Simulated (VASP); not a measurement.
# Sn (Fd-3m) in VASP: further runs

Aim: see how the results for Sn move with the level of theory and the settings. Levels: PBE, LDA. Tasks: single point.

All numbers are computed with VASP 6.6.1; they aren't measurements. Logs are shortened: lines on timing, memory, paths and dates and some standing lists are left out, and cuts for length are marked.

### 1 The cell of the first run

The structure is cubic, space group Fd-3m (No. 227). Conventional cell: a = 6.467 Å, b = 6.467 Å, c = 6.467 Å, α = 90.00°, β = 90.00°, γ = 90.00°. Within 3.7 Å of Sn (site symmetry -43m) lie 4 Sn at 2.80 Å.

### 2 Single point, PBE

Input file INCAR:

```
ALGO = Fast
EDIFF = 1E-6
ENCUT = 520
GGA = PE
ISIF = 2
ISMEAR = 0
LASPH = True
LCHARG = False
LREAL = False
LWAVE = False
NBANDS = 21
NELM = 80
PREC = Accurate
SIGMA = 0.022
```

Input file KPOINTS:

```
k-points
0
Gamma
  7 7 7
```

Input file POSCAR:

```
Sn
1.0
    0.0000000000      3.2333428000      3.2333428000
    3.2333428000      0.0000000000      3.2333428000
    3.2333428000      3.2333428000      0.0000000000
Sn
2
Direct
    0.7500000000      0.7500000000      0.7500000000
    0.5000000000      0.5000000000      0.5000000000
```

Potentials or basis: VASP PAW PBE potentials, release 64 (Sn_d).

Command:

```console
$ cat potpaw_PBE.64/Sn_d/POTCAR > POTCAR
$ mpirun -np 1 vasp_std > vasp.out
```

OUTCAR:

```text
EDIFF = 1E-6
   ENCUT = 520
   GGA = PE
   ISIF = 2
   ISMEAR = 0
   LASPH = True
   LREAL = False
   NELM = 80
   PREC = Accurate

 ion  position               nearest neighbor table
   1  0.750  0.750  0.750-   2 2.80   2 2.80   2 2.80   2 2.80
   2  0.500  0.500  0.500-   1 2.80   1 2.80   1 2.80   1 2.80

  LATTYP: Found a face centered cubic cell.
 ALAT       =     6.4666856000

  Lattice vectors:

 A1 = (   0.0000000000,   3.2333428000,   3.2333428000)
 A2 = (   3.2333428000,   0.0000000000,   3.2333428000)
 A3 = (   3.2333428000,   3.2333428000,   0.0000000000)

Analysis of symmetry for initial positions (statically):
=====================================================================
 Subroutine PRICEL returns:
 Original cell was already a primitive cell.

 Routine SETGRP: Setting up the symmetry group for a
 face centered cubic supercell.

 Subroutine GETGRP returns: Found 48 space group operations
 (whereof 24 operations were pure point group operations)
 out of a pool of 48 trial point group operations.

The static configuration has the point symmetry T_d .
 The point group associated with its full space group is O_h .

Analysis of symmetry for dynamics (positions and initial velocities):
=====================================================================
 Subroutine PRICEL returns:
 Original cell was already a primitive cell.

 Routine SETGRP: Setting up the symmetry group for a
 face centered cubic supercell.

 Subroutine GETGRP returns: Found 48 space group operations
 (whereof 24 operations were pure point group operations)
 out of a pool of 48 trial point group operations.

The dynamic configuration has the point symmetry T_d .
 The point group associated with its full space group is O_h .

 Subroutine INISYM returns: Found 48 space group operations
 (whereof 24 operations are pure point group operations),
 and found     1 'primitive' translations

----------------------------------------------------------------------------------------

                                     Primitive cell

  volume of cell :      67.6060

  direct lattice vectors                    reciprocal lattice vectors
     0.000000000  3.233342800  3.233342800    -0.154638723  0.154638723  0.154638723
     3.233342800  0.000000000  3.233342800     0.154638723 -0.154638723  0.154638723
     3.233342800  3.233342800  0.000000000     0.154638723  0.154638723 -0.154638723

  length of vectors
     4.572637240  4.572637240  4.572637240     0.267842124  0.267842124  0.267842124

  position of ions in fractional coordinates (direct lattice)
     0.750000000  0.750000000  0.750000000
     0.500000000  0.500000000  0.500000000

  ion indices of the primitive-cell ions
   primitive index   ion index
                 1           1
                 2           2

----------------------------------------------------------------------------------------

 KPOINTS: k-points

Automatic generation of k-mesh.
 Grid dimensions read from file:
 generate k-points for:    7    7    7

 Generating k-lattice:

  Cartesian coordinates                     Fractional coordinates (reciprocal lattice)
    -0.022091246  0.022091246  0.022091246     0.142857143  0.000000000  0.000000000
     0.022091246 -0.022091246  0.022091246     0.000000000  0.142857143  0.000000000
     0.022091246  0.022091246 -0.022091246     0.000000000  0.000000000  0.142857143

  Length of vectors
     0.038263161  0.038263161  0.038263161

  Shift w.r.t. Gamma in fractional coordinates (k-lattice)
     0.000000000  0.000000000  0.000000000

 Subroutine IBZKPT returns following result:
 ===========================================

 Found     20 irreducible k-points:

 Following reciprocal coordinates:
            Coordinates               Weight
  0.000000  0.000000  0.000000      1.000000
  0.142857  0.000000  0.000000      8.000000
  0.285714  0.000000  0.000000      8.000000
  0.428571  0.000000  0.000000      8.000000
  0.142857  0.142857  0.000000      6.000000
  0.285714  0.142857  0.000000     24.000000
[... 12 lines left out ...]
 -0.428571  0.428571  0.142857     24.000000
 -0.285714  0.428571  0.142857     24.000000
   k-points           NKPTS =     20   k-points in BZ     NKDIM =     20   number of bands    NBANDS=     21
   number of dos      NEDOS =    301   number of ions     NIONS =      2
   total plane-waves  NPLWV =  46656
   dimension x,y,z NGX =    36 NGY =   36 NGZ =   36
   dimension x,y,z NGXF=    72 NGYF=   72 NGZF=   72
   ions per type =               2
   NGX,Y,Z   is equivalent  to a cutoff of  13.09, 13.09, 13.09 a.u.
   NGXF,Y,Z  is equivalent  to a cutoff of  26.18, 26.18, 26.18 a.u.
 SYSTEM =  unknown system
   PREC   = accura    normal or accurate (medium, high low for compatibility)
   ISTART =      0    job   : 0-new  1-cont  2-samecut
   ICHARG =      2    charge: 1-file 2-atom 10-const
   ISPIN  =      1    spin polarized calculation?
   LNONCOLLINEAR =      F non collinear calculations
   LSORBIT =      F    spin-orbit coupling
   LASPH  =      T    aspherical Exc in radial PAW
   ENCUT  =  520.0 eV  38.22 Ry    6.18 a.u.   8.50  8.50  8.50*2*pi/ulx,y,z
   NELM   =     80;   NELMIN=  2; NELMDL= -5     # of ELM steps
   EDIFF  = 0.1E-05   stopping-criterion for ELM
   LREAL  =      F    real-space projection
   EDIFFG = 0.1E-04   stopping-criterion for IOM
   NSW    =      0    number of steps for IOM
   IBRION =     -1    ionic relax: 0-MD 1-quasi-New 2-CG
   NFREE  =      0    steps in history (QN), initial steepest desc. (CG)
   ISIF   =      2    stress and relaxation
   ISYM   =      2    0-nonsym 1-usesym 2-fastsym
   POTIM  = 0.5000    time-step for ionic-motion
   TEBEG  =    0.0;   TEEND  =   0.0 temperature during run
   PSTRESS=    0.0 pullay stress
   NELECT =      28.0000    total number of electrons
   NUPDOWN=      -1.0000    fix difference up-down
   EMIN   =  10.00;   EMAX   =-10.00  energy-range for DOS
   EFERMI =   0.00;   METHOD = LEGACY
   ISMEAR =     0;   SIGMA  =   0.02  broadening in eV -4-tet -1-fermi 0-gaus
   EFERMI_NEDOS =   21; number of points for ismear=-14 and -15
   IALGO  =     68    algorithm
   IMIX   =      4    mixing-type and parameters
     AMIX     =   0.40;   BMIX     =  1.00
     AMIX_MAG =   1.60;   BMIX_MAG =  1.00
  volume/ion in A,a.u.               =      33.80       228.11
  Fermi-wavevector in a.u.,A,eV,Ry     =   1.220298  2.306028 20.260793  1.489126
  Thomas-Fermi vector in A             =   2.355520
   LORBIT       =      0    0 simple, 1 ext, 2 COOP (PROOUT), +10 PAW based schemes
   GGA     = PE    functional components
   LHFCALC =     F    Hartree Fock is set to
   AEXX    =    0.0000 exact exchange contribution
   IVDW    =     0    specifies the selected vdW correction
   LEPSILON=     F    determine dielectric tensor
   LRPA    =     F    only Hartree local field effects (RPA)
 non-spin polarized calculation
 RMM-DIIS sequential band-by-band and
 Gauss-broadening in eV      SIGMA  =   0.02
  energy-cutoff  :      520.00
  volume of cell :       67.61
 maximum number of plane-waves:      1841
 NGX is ok and might be reduce to    36
   NGX = 17   NGY = 17   NGZ = 17

 number of electron      28.0000008 magnetization

 Free energy of the ion-electron system (eV)
  ---------------------------------------------------
  ext. energy  EPLUGINS =         0.00000000
  ---------------------------------------------------
  free energy    TOTEN  =        -7.60982224 eV

  energy without entropy =       -7.60959115  energy(sigma->0) =       -7.60970669

 E-fermi :   5.7939     XC(G=0):  -8.9195

 val. band max:        5.4866047911   @ k =   0.1429   0.0000   0.0000
 cond. band min:       5.8043834526   @ k =   0.4286   0.0000   0.0000
 fundamental gap:      0.3177786615
 Fermi energy:         5.7938791387

 k-point     1 :       0.0000    0.0000    0.0000
  band No.  band energies     occupation
      1     -15.9469      2.00000
      2     -15.9469      2.00000
      3     -15.9469      2.00000
      4     -15.8859      2.00000
      5     -15.8859      2.00000
      6     -15.5681      2.00000
[... 13 lines left out ...]
     20      13.7430      0.00000
     21      13.7436      0.00000

 k-point     2 :       0.1429    0.0000    0.0000
  band No.  band energies     occupation
      1     -15.9604      2.00000
      2     -15.9604      2.00000
      3     -15.9420      2.00000
      4     -15.8665      2.00000
      5     -15.8665      2.00000
      6     -15.5939      2.00000
[... 13 lines left out ...]
     20      12.7670      0.00000
     21      12.7670      0.00000

 k-point     3 :       0.2857    0.0000    0.0000
  band No.  band energies     occupation
      1     -15.9764      2.00000
      2     -15.9764      2.00000
      3     -15.9306      2.00000
      4     -15.8390      2.00000
      5     -15.8390      2.00000
      6     -15.6175      2.00000
[... 13 lines left out ...]
     20      12.7858      0.00000
     21      12.7858      0.00000

 k-point     4 :       0.4286    0.0000    0.0000
  band No.  band energies     occupation
      1     -15.9834      2.00000
      2     -15.9834      2.00000
      3     -15.9209      2.00000
      4     -15.8251      2.00000
      5     -15.8251      2.00000
      6     -15.6277      2.00000
[... 13 lines left out ...]
     20      14.0544      0.00000
     21      14.0544      0.00000

 k-point     5 :       0.1429    0.1429    0.0000
  band No.  band energies     occupation
      1     -15.9582      2.00000
      2     -15.9582      2.00000
      3     -15.9558      2.00000
      4     -15.8693      2.00000
      5     -15.8452      2.00000
      6     -15.6327      2.00000
[... 13 lines left out ...]
     20      12.0232      0.00000
     21      13.9698      0.00000
[... 286 lines left out ...]
     20      14.1056      0.00000
     21      14.7771      0.00000

 k-point    18 :      -0.4286    0.2857    0.1429
  band No.  band energies     occupation
      1     -16.0149      2.00000
      2     -16.0001      2.00000
      3     -15.8697      2.00000
      4     -15.7939      2.00000
      5     -15.7613      2.00000
      6     -15.7132      2.00000
[... 13 lines left out ...]
     20      14.2037      0.00000
     21      14.8981      0.00000

 k-point    19 :      -0.4286    0.4286    0.1429
  band No.  band energies     occupation
      1     -16.0105      2.00000
      2     -16.0081      2.00000
      3     -15.8619      2.00000
      4     -15.7899      2.00000
      5     -15.7589      2.00000
      6     -15.7005      2.00000
[... 13 lines left out ...]
     20      14.7989      0.00000
     21      16.0803      0.00000

 k-point    20 :      -0.2857    0.4286    0.1429
  band No.  band energies     occupation
      1     -16.0221      2.00000
      2     -16.0090      2.00000
      3     -15.8372      2.00000
      4     -15.7674      2.00000
      5     -15.7482      2.00000
      6     -15.7148      2.00000
[... 13 lines left out ...]
     20      14.5172      0.00000
     21      16.3116      0.00000

------------------------ aborting loop because EDIFF is reached ----------------------------------------

  FORCE on cell =-STRESS in cart. coord.  units (eV):
  Direction    XX          YY          ZZ          XY          YZ          ZX
  --------------------------------------------------------------------------------------
  -------------------------------------------------------------------------------------
  Total        1.5900849      1.5900849      1.5900849     -0.0000000     -0.0000000     -0.0000000
  in kB       37.6830158     37.6830158     37.6830158     -0.0000000     -0.0000000     -0.0000000
  external PRESSURE =      37.6830158 kB  Pullay stress =       0.0000000 kB

 VOLUME and BASIS-vectors are now :
 -----------------------------------------------------------------------------
  energy-cutoff  :      520.00
  volume of cell :       67.61
      direct lattice vectors                 reciprocal lattice vectors
     0.000000000  3.233342800  3.233342800    -0.154638723  0.154638723  0.154638723
     3.233342800  0.000000000  3.233342800     0.154638723 -0.154638723  0.154638723
     3.233342800  3.233342800  0.000000000     0.154638723  0.154638723 -0.154638723

 POSITION                                       TOTAL-FORCE (eV/Angst)
 -----------------------------------------------------------------------------------
      4.85001      4.85001      4.85001        -0.000000      0.000000     -0.000000
      3.23334      3.23334      3.23334         0.000000     -0.000000      0.000000
 -----------------------------------------------------------------------------------
    total drift:                                0.000000      0.000000      0.000000

  FREE ENERGIE OF THE ION-ELECTRON SYSTEM (eV)
  ---------------------------------------------------
  free  energy   TOTEN  =        -7.6098222353 eV

  energy  without entropy=       -7.6095911487  energy(sigma->0) =       -7.60970669
```

It took 28 s on 1 thread of Intel Xeon Platinum 8488C (Sapphire Rapids), shared host; peak memory 0.2 GiB.

Results:

```yaml
Free_energy: -7.6098 eV
Pressure: 3.8 GPa
Band_gap_on_the_k_mesh: zero (band 14 reaches 5.84 eV, above the bottom of band 15 at 5.80 eV)
```

Levels at points of the mesh, in eV from the Fermi level:
```
           k point  band 12  band 13  band 14  band 15  band 16  band 17
(0.00, 0.00, 0.00)    -0.60     0.05     0.05     0.05     2.12     2.12
```

Caveat: spin-orbit coupling is left out, which moves the levels of the heavy elements.

(Part 1 of 2 ends here.)
